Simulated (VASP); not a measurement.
# Ge in VASP: a series of runs

The runs below take Ge through electric field gradients, with PBE.

Program: VASP 6.6.1. These are calculated values, not measurements. Logs are shortened: lines on timing, memory, paths and dates and some standing lists are left out, and cuts for length are marked.

## Step 1: The cell of the first run

Symmetry: R-3m, No. 166, trigonal system. The conventional cell has a = 3.940 Å, b = 3.940 Å, c = 10.093 Å, α = 90.00°, β = 90.00°, γ = 120.00°. Ge (site symmetry 3m) has 4 Ge at 2.43 to 2.52 Å within 3.2 Å.

## Step 2: Electric field gradients, PBE (equal xy, yz and zx shear strains of +3 %)

Contents of INCAR:

```
ALGO     = Normal         # electronic algorithm
EDIFF    = 1E-8           # SCF threshold, eV
ENCUT    = 520            # plane-wave cutoff, eV
GGA      = PE             # functional
ISIF     = 2              # what is computed and relaxed
ISMEAR   = -1             # smearing method
LASPH    = T              # aspherical terms in the spheres
LCHARG   = F              # write CHGCAR
LEFG     = T            
LREAL    = F              # projectors in reciprocal space
LWAVE    = F              # write WAVECAR
NBANDS   = 21             # bands
NELM     = 80             # most SCF steps
PREC     = Accurate       # precision mode
SIGMA    = 0.05           # smearing width, eV
```

Contents of KPOINTS:

```
k-points
0
Gamma
  10 10 10
```

Contents of POSCAR:

```
Ge
1.0
    0.0848631000      2.8712015500      2.8712015500
    2.8712015500      0.0848631000      2.8712015500
    2.8712015500      2.8712015500      0.0848631000
Ge
2
Direct
    0.5000000000      0.5000000000      0.5000000000
    0.7500000000      0.7500000000      0.7500000000
```

Potentials or basis: VASP PAW PBE potentials, release 64 (Ge_d).

Launch:

```console
$ cat potpaw_PBE.64/Ge_d/POTCAR > POTCAR
$ mpirun -np 1 vasp_std > vasp.out
```

OUTCAR:

```text
EDIFF = 1E-8
   ENCUT = 520
   GGA = PE
   ISIF = 2
   ISMEAR = -1
   LASPH = T
   LREAL = F
   NELM = 80
   PREC = Accurate

 ion  position               nearest neighbor table
   1  0.500  0.500  0.500-   2 2.43   2 2.43   2 2.43   2 2.52
   2  0.750  0.750  0.750-   1 2.43   1 2.43   1 2.43   1 2.52

  LATTYP: Found a trigonal (rhomboedric) cell.
 ALAT       =     4.0613788825
 COS(alpha) =     0.5293254421

  Lattice vectors:

 A1 = (   0.0848631000,   2.8712015500,   2.8712015500)
 A2 = (   2.8712015500,   0.0848631000,   2.8712015500)
 A3 = (   2.8712015500,   2.8712015500,   0.0848631000)

Analysis of symmetry for initial positions (statically):
=====================================================================
 Subroutine PRICEL returns:
 Original cell was already a primitive cell.

 Routine SETGRP: Setting up the symmetry group for a
 trigonal (rhombohedral) supercell.

 Subroutine GETGRP returns: Found 12 space group operations
 (whereof  6 operations were pure point group operations)
 out of a pool of 12 trial point group operations.

The static configuration has the point symmetry C_3v.
 The point group associated with its full space group is D_3d.

Analysis of symmetry for dynamics (positions and initial velocities):
=====================================================================
 Subroutine PRICEL returns:
 Original cell was already a primitive cell.

 Routine SETGRP: Setting up the symmetry group for a
 trigonal (rhombohedral) supercell.

 Subroutine GETGRP returns: Found 12 space group operations
 (whereof  6 operations were pure point group operations)
 out of a pool of 12 trial point group operations.

The dynamic configuration has the point symmetry C_3v.
 The point group associated with its full space group is D_3d.

 Subroutine INISYM returns: Found 12 space group operations
 (whereof  6 operations are pure point group operations),
 and found     1 'primitive' translations

----------------------------------------------------------------------------------------

                                     Primitive cell

  volume of cell :      45.2410

  direct lattice vectors                    reciprocal lattice vectors
     0.084863100  2.871201550  2.871201550    -0.182060278  0.176833667  0.176833667
     2.871201550  0.084863100  2.871201550     0.176833667 -0.182060278  0.176833667
     2.871201550  2.871201550  0.084863100     0.176833667  0.176833667 -0.182060278

  length of vectors
     4.061378882  4.061378882  4.061378882     0.309331920  0.309331920  0.309331920

  position of ions in fractional coordinates (direct lattice)
     0.500000000  0.500000000  0.500000000
     0.750000000  0.750000000  0.750000000

  ion indices of the primitive-cell ions
   primitive index   ion index
                 1           1
                 2           2

----------------------------------------------------------------------------------------

 KPOINTS: k-points

Automatic generation of k-mesh.
 Grid dimensions read from file:
 generate k-points for:   10   10   10

 Generating k-lattice:

  Cartesian coordinates                     Fractional coordinates (reciprocal lattice)
    -0.018206028  0.017683367  0.017683367     0.100000000 -0.000000000 -0.000000000
     0.017683367 -0.018206028  0.017683367    -0.000000000  0.100000000 -0.000000000
     0.017683367  0.017683367 -0.018206028    -0.000000000 -0.000000000  0.100000000

  Length of vectors
     0.030933192  0.030933192  0.030933192

  Shift w.r.t. Gamma in fractional coordinates (k-lattice)
     0.000000000  0.000000000  0.000000000

 Subroutine IBZKPT returns following result:
 ===========================================

 Found    116 irreducible k-points:

 Following reciprocal coordinates:
            Coordinates               Weight
  0.000000  0.000000  0.000000      1.000000
  0.100000 -0.000000 -0.000000      6.000000
  0.200000 -0.000000 -0.000000      6.000000
  0.300000  0.000000  0.000000      6.000000
  0.400000  0.000000 -0.000000      6.000000
  0.500000  0.000000 -0.000000      3.000000
[... 16 lines left out ...]
  0.300000  0.300000  0.000000      6.000000
  0.400000  0.300000  0.000000     12.000000
 [... further k-points ...]
   k-points           NKPTS =    116   k-points in BZ     NKDIM =    116   number of bands    NBANDS=     21
   number of dos      NEDOS =    301   number of ions     NIONS =      2
   total plane-waves  NPLWV =  27000
   dimension x,y,z NGX =    30 NGY =   30 NGZ =   30
   dimension x,y,z NGXF=    60 NGYF=   60 NGZF=   60
   ions per type =               2
   NGX,Y,Z   is equivalent  to a cutoff of  12.28, 12.28, 12.28 a.u.
   NGXF,Y,Z  is equivalent  to a cutoff of  24.56, 24.56, 24.56 a.u.
 SYSTEM =  unknown system
   PREC   = accura    normal or accurate (medium, high low for compatibility)
   ISTART =      0    job   : 0-new  1-cont  2-samecut
   ICHARG =      2    charge: 1-file 2-atom 10-const
   ISPIN  =      1    spin polarized calculation?
   LNONCOLLINEAR =      F non collinear calculations
   LSORBIT =      F    spin-orbit coupling
   LASPH  =      T    aspherical Exc in radial PAW
   ENCUT  =  520.0 eV  38.22 Ry    6.18 a.u.   7.55  7.55  7.55*2*pi/ulx,y,z
   NELM   =     80;   NELMIN=  2; NELMDL= -5     # of ELM steps
   EDIFF  = 0.1E-07   stopping-criterion for ELM
   LREAL  =      F    real-space projection
   EDIFFG = 0.1E-06   stopping-criterion for IOM
   NSW    =      0    number of steps for IOM
   IBRION =     -1    ionic relax: 0-MD 1-quasi-New 2-CG
   NFREE  =      0    steps in history (QN), initial steepest desc. (CG)
   ISIF   =      2    stress and relaxation
   ISYM   =      2    0-nonsym 1-usesym 2-fastsym
   POTIM  = 0.5000    time-step for ionic-motion
   TEBEG  =    0.0;   TEEND  =   0.0 temperature during run
   PSTRESS=    0.0 pullay stress
   NELECT =      28.0000    total number of electrons
   NUPDOWN=      -1.0000    fix difference up-down
   EMIN   =  10.00;   EMAX   =-10.00  energy-range for DOS
   EFERMI =   0.00;   METHOD = LEGACY
   ISMEAR =    -1;   SIGMA  =   0.05  broadening in eV -4-tet -1-fermi 0-gaus
   EFERMI_NEDOS =   21; number of points for ismear=-14 and -15
   IALGO  =     38    algorithm
   IMIX   =      4    mixing-type and parameters
     AMIX     =   0.40;   BMIX     =  1.00
     AMIX_MAG =   1.60;   BMIX_MAG =  1.00
  volume/ion in A,a.u.               =      22.62       152.65
  Fermi-wavevector in a.u.,A,eV,Ry     =   1.395136  2.636425 26.482452  1.946405
  Thomas-Fermi vector in A             =   2.518618
   LORBIT       =      0    0 simple, 1 ext, 2 COOP (PROOUT), +10 PAW based schemes
   GGA     = PE    functional components
   LHFCALC =     F    Hartree Fock is set to
   AEXX    =    0.0000 exact exchange contribution
   IVDW    =     0    specifies the selected vdW correction
   LEPSILON=     F    determine dielectric tensor
   LRPA    =     F    only Hartree local field effects (RPA)
 non-spin polarized calculation
  energy-cutoff  :      520.00
  volume of cell :       45.24
 maximum number of plane-waves:      1267
   NGX = 15   NGY = 15   NGZ = 15

 number of electron      28.0000012 magnetization

 Free energy of the ion-electron system (eV)
  ---------------------------------------------------
  ext. energy  EPLUGINS =         0.00000000
  ---------------------------------------------------
  free energy    TOTEN  =        -8.97484538 eV

  energy without entropy =       -8.97413376  energy(sigma->0) =       -8.97448957

 E-fermi :   5.0009     XC(G=0):  -9.9286

 val. band max:        4.9396151470   @ k =   0.0000   0.0000   0.0000
 cond. band min:       5.0329534932   @ k =   0.0000   0.0000   0.0000
 fundamental gap:      0.0933383462
 Fermi energy:         5.0009163590

 k-point     1 :       0.0000    0.0000    0.0000
  band No.  band energies     occupation
      1     -19.8347      2.00000
      2     -19.8347      2.00000
      3     -19.7891      2.00000
      4     -19.7830      2.00000
      5     -19.7830      2.00000
      6     -19.6017      2.00000
[... 13 lines left out ...]
     20      14.5025      0.00000
     21      14.5025      0.00000

 k-point     2 :       0.1000   -0.0000   -0.0000
  band No.  band energies     occupation
      1     -19.8391      2.00000
      2     -19.8339      2.00000
      3     -19.7997      2.00000
      4     -19.7753      2.00000
      5     -19.7697      2.00000
      6     -19.6032      2.00000
[... 13 lines left out ...]
     20      13.6683      0.00000
     21      13.8369      0.00000

 k-point     3 :       0.2000   -0.0000   -0.0000
  band No.  band energies     occupation
      1     -19.8464      2.00000
      2     -19.8322      2.00000
      3     -19.8071      2.00000
      4     -19.7595      2.00000
      5     -19.7556      2.00000
      6     -19.6059      2.00000
[... 13 lines left out ...]
     20      13.2236      0.00000
     21      13.3936      0.00000

 k-point     4 :       0.3000    0.0000    0.0000
  band No.  band energies     occupation
      1     -19.8515      2.00000
      2     -19.8305      2.00000
      3     -19.8088      2.00000
      4     -19.7471      2.00000
      5     -19.7441      2.00000
      6     -19.6063      2.00000
[... 13 lines left out ...]
     20      13.4548      0.00000
     21      13.8777      0.00000

 k-point     5 :       0.4000    0.0000   -0.0000
  band No.  band energies     occupation
      1     -19.8537      2.00000
      2     -19.8285      2.00000
      3     -19.8082      2.00000
      4     -19.7445      2.00000
      5     -19.7341      2.00000
      6     -19.6114      2.00000
[... 13 lines left out ...]
     20      14.8278      0.00000
     21      15.2363      0.00000
[... 382 lines left out ...]
     20      14.6913      0.00000
     21      16.6522      0.00000

 k-point    22 :      -0.2000    0.2000    0.0000
  band No.  band energies     occupation
      1     -19.8603      2.00000
      2     -19.8300      2.00000
      3     -19.8041      2.00000
      4     -19.7455      2.00000
      5     -19.7203      2.00000
      6     -19.6335      2.00000
[... 13 lines left out ...]
     20      15.1044      0.00000
     21      15.7186      0.00000

 k-point    23 :       0.3000    0.3000    0.0000
  band No.  band energies     occupation
      1     -19.8545      2.00000
      2     -19.8390      2.00000
      3     -19.8136      2.00000
      4     -19.7343      2.00000
      5     -19.6983      2.00000
      6     -19.6751      2.00000
[... 13 lines left out ...]
     20      16.0226      0.00000
     21      16.2364      0.00000

 k-point    24 :       0.4000    0.3000    0.0000
  band No.  band energies     occupation
      1     -19.8635      2.00000
      2     -19.8392      2.00000
      3     -19.8021      2.00000
      4     -19.7195      2.00000
      5     -19.7019      2.00000
      6     -19.6709      2.00000
[... 13 lines left out ...]
     20      16.5706      0.00000
     21      16.8780      0.00000

 [... further k-points ...]

------------------------ aborting loop because EDIFF is reached ----------------------------------------

  FORCE on cell =-STRESS in cart. coord.  units (eV):
  Direction    XX          YY          ZZ          XY          YZ          ZX
  --------------------------------------------------------------------------------------
  -------------------------------------------------------------------------------------
  Total        1.1045633      1.1045633      1.1045633     -0.6832941     -0.6832941     -0.6832941
  in kB       39.1172756     39.1172756     39.1172756    -24.1983446    -24.1983446    -24.1983446
  external PRESSURE =      39.1172756 kB  Pullay stress =       0.0000000 kB

 VOLUME and BASIS-vectors are now :
 -----------------------------------------------------------------------------
  energy-cutoff  :      520.00
  volume of cell :       45.24
      direct lattice vectors                 reciprocal lattice vectors
     0.084863100  2.871201550  2.871201550    -0.182060278  0.176833667  0.176833667
     2.871201550  0.084863100  2.871201550     0.176833667 -0.182060278  0.176833667
     2.871201550  2.871201550  0.084863100     0.176833667  0.176833667 -0.182060278

 POSITION                                       TOTAL-FORCE (eV/Angst)
 -----------------------------------------------------------------------------------
      2.91363      2.91363      2.91363         0.236621      0.236621      0.236621
      4.37045      4.37045      4.37045        -0.236621     -0.236621     -0.236621
 -----------------------------------------------------------------------------------
    total drift:                                0.000000     -0.000000     -0.000000

  FREE ENERGIE OF THE ION-ELECTRON SYSTEM (eV)
  ---------------------------------------------------
  free  energy   TOTEN  =        -8.9748453752 eV

  energy  without entropy=       -8.9741337638  energy(sigma->0) =       -8.97448957

 Electric field gradients (V/A^2)
---------------------------------------------------------------------
 ion       V_xx      V_yy      V_zz      V_xy      V_xz      V_yz
---------------------------------------------------------------------
   1      -0.000    -0.000    -0.000    14.282    14.282    14.282
   2      -0.000    -0.000    -0.000    14.282    14.282    14.282
---------------------------------------------------------------------

 Electric field gradients after diagonalization (V/A^2)
 (convention: |V_zz| > |V_xx| > |V_yy|)
----------------------------------------------------------------------
 ion       V_xx      V_yy      V_zz     asymmetry (V_yy - V_xx)/ V_zz
----------------------------------------------------------------------
   1     -14.282   -14.282    28.564       0.000
   2     -14.282   -14.282    28.564       0.000
----------------------------------------------------------------------

           NMR quadrupolar parameters

 Cq : quadrupolar parameter    Cq=e*Q*V_zz/h
 eta: asymmetry parameters     (V_yy - V_xx)/ V_zz
 Q  : nuclear electric quadrupole moment in mb (millibarn)
----------------------------------------------------------------------
 ion       Cq(MHz)       eta       Q (mb)
----------------------------------------------------------------------
   1       0.069       0.000       1.000
   2       0.069       0.000       1.000
----------------------------------------------------------------------
```

Run time: 3.1 min. Hardware: 1 thread of Intel Xeon 8259CL, shared host; peak memory 0.23 GiB.

What came out:

```
Free energy                             : -8.9748 eV
Pressure                                : 3.9 GPa
Largest force                           : 0.410 eV/Å
Band gap on the k mesh                  : zero (filled and empty bands touch)
Largest electric field gradient by atom : Ge +28.6 V/Å²
```

Forces on the atoms (eV/Å):
```
Ge   0.237  0.237  0.237
Ge  -0.237 -0.237 -0.237
```

Electric field gradients, principal values (V/Å²):
```tsv
atom	least	middle	greatest (by size)
1 Ge	-14.282	-14.282	28.564
2 Ge	-14.282	-14.282	28.564
```

Caveat: the cell differs from its parent crystal (equal xy, yz and zx shear strains of +3 %); the cell stands under pressure; semilocal functionals underestimate gaps, so a narrow gap can read as zero; without QUAD_EFG the Cq values of the log hold for a quadrupole moment of 1 mb, not for the nuclei.

## Step 3: Electric field gradients, PBE (equal xx and yy strain of +1 %)

Contents of INCAR:

```
PREC     = Accurate       # precision mode
ENCUT    = 410            # plane-wave cutoff, eV
EDIFF    = 1E-8           # SCF threshold, eV
ISMEAR   = -1             # smearing method
SIGMA    = 0.05           # smearing width, eV
LREAL    = F              # projectors in reciprocal space
LASPH    = T              # aspherical terms in the spheres
NELM     = 120            # most SCF steps
ALGO     = Normal         # electronic algorithm
ISIF     = 2              # what is computed and relaxed
LWAVE    = F              # write WAVECAR
LCHARG   = F              # write CHGCAR
GGA      = PE             # functional
LEFG     = T            
NBANDS   = 21             # bands
GGA_COMPAT= F
```

Contents of KPOINTS:

```
Automatic mesh
0
Gamma
  10 10 10
```

Contents of POSCAR:

```
Ge
1.0
    0.0000000000      2.8570577000      2.8287700000
    2.8570577000      0.0000000000      2.8287700000
    2.8570577000      2.8570577000      0.0000000000
Ge
2
Direct
    0.5000000000      0.5000000000      0.5000000000
    0.7500000000      0.7500000000      0.7500000000
```

Potentials or basis: VASP PAW PBE potentials, release 64 (Ge_d).

Launch:

```console
$ cat potpaw_PBE.64/Ge_d/POTCAR > POTCAR
$ mpirun -np 1 vasp_std > vasp.out
```

OUTCAR:

```text
PREC = Accurate
   ENCUT = 410
   EDIFF = 1E-8
   ISMEAR = -1
   LREAL = F
   LASPH = T
   NELM = 120
   ISIF = 2
   GGA = PE

 ion  position               nearest neighbor table
   1  0.500  0.500  0.500-   2 2.47   2 2.47   2 2.47   2 2.47
   2  0.750  0.750  0.750-   1 2.47   1 2.47   1 2.47   1 2.47

  LATTYP: Found a body centered tetragonal cell.
 ALAT       =     4.0404897478
 C/A-ratio  =     1.4002114479

  Lattice vectors:

 A1 = (   0.0000000000,  -2.8570577000,  -2.8287700000)
 A2 = (   0.0000000000,   2.8570577000,  -2.8287700000)
 A3 = (   2.8570577000,   0.0000000000,   2.8287700000)
[... 789 lines left out ...]
  free  energy   TOTEN  =        -9.0220261583 eV

  energy  without entropy=       -9.0214700545  energy(sigma->0) =       -9.02174811

 Electric field gradients (V/A^2)
---------------------------------------------------------------------
 ion       V_xx      V_yy      V_zz      V_xy      V_xz      V_yz
---------------------------------------------------------------------
   1      -0.268    -0.268     0.535    -0.004    -0.005    -0.005
   2      -0.268    -0.268     0.535    -0.004    -0.005    -0.005
---------------------------------------------------------------------

 Electric field gradients after diagonalization (V/A^2)
 (convention: |V_zz| > |V_xx| > |V_yy|)
----------------------------------------------------------------------
 ion       V_xx      V_yy      V_zz     asymmetry (V_yy - V_xx)/ V_zz
----------------------------------------------------------------------
   1      -0.272    -0.264     0.535       0.015
   2      -0.272    -0.264     0.535       0.015
----------------------------------------------------------------------

           NMR quadrupolar parameters

 Cq : quadrupolar parameter    Cq=e*Q*V_zz/h
 eta: asymmetry parameters     (V_yy - V_xx)/ V_zz
 Q  : nuclear electric quadrupole moment in mb (millibarn)
----------------------------------------------------------------------
 ion       Cq(MHz)       eta       Q (mb)
----------------------------------------------------------------------
   1       0.001       0.015       1.000
   2       0.001       0.015       1.000
----------------------------------------------------------------------
```

It took 93 s on 1 thread of Intel Xeon 8259CL, shared host; peak memory 0.19 GiB.

What came out:

| Item | Value |
| --- | --- |
| Free energy | -9.0220 eV |
| Pressure | 1.8 GPa |
| Band gap on the k mesh | 0.08 eV |
| Largest electric field gradient by atom | Ge +0.5 V/Å² |

Electric field gradients, principal values (V/Å²):
```tsv
atom	least	middle	greatest (by size)
1 Ge	-0.264	-0.272	0.535
2 Ge	-0.264	-0.272	0.535
```

Caveat: the cell differs from its parent crystal (equal xx and yy strain of +1 %); without QUAD_EFG the Cq values of the log hold for a quadrupole moment of 1 mb, not for the nuclei.
